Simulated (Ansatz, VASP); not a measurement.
One calculation of AgCl, two programs

```
CELL_PARAMETERS angstrom
0.00000 2.77318 2.78705
2.77318 0.00000 2.78705
2.77318 2.77318 0.00000
ATOMIC_POSITIONS crystal
Ag 0.00000 0.00000 0.00000
Cl 0.50000 0.50000 0.50000
```

Change from the starting cell: uniaxial_z strain +0.5%.

Alike in both runs: task single point; functional PBE; k mesh 8 × 8 × 8; occupations fermi-dirac, width 0.02 eV; no spin polarisation.

|  | VASP | Ansatz |
| --- | --- | --- |
| version | VASP 6.6.1 | Ansatz 0.2.0 |
| potentials or method | VASP PAW PBE potentials, release 64 (Ag, Cl) | plane waves, PAW |
| plane-wave cutoff (eV) | 520 | 420 |
| valence electrons in the cell | 18 | 26 |

```csv
,VASP,Ansatz,Ansatz less VASP
gap on the k mesh at the Fermi level (eV),0.89,0.90,+0.003
pressure (GPa),1.2,1.4,+0.14
"traceless stress, the component that is largest in VASP (GPa)",-0.08,-0.08,-0.003
```

VASP's potentials hold 18 valence electrons a cell and Ansatz's 26, so a difference there can come from the potentials and not from the codes.
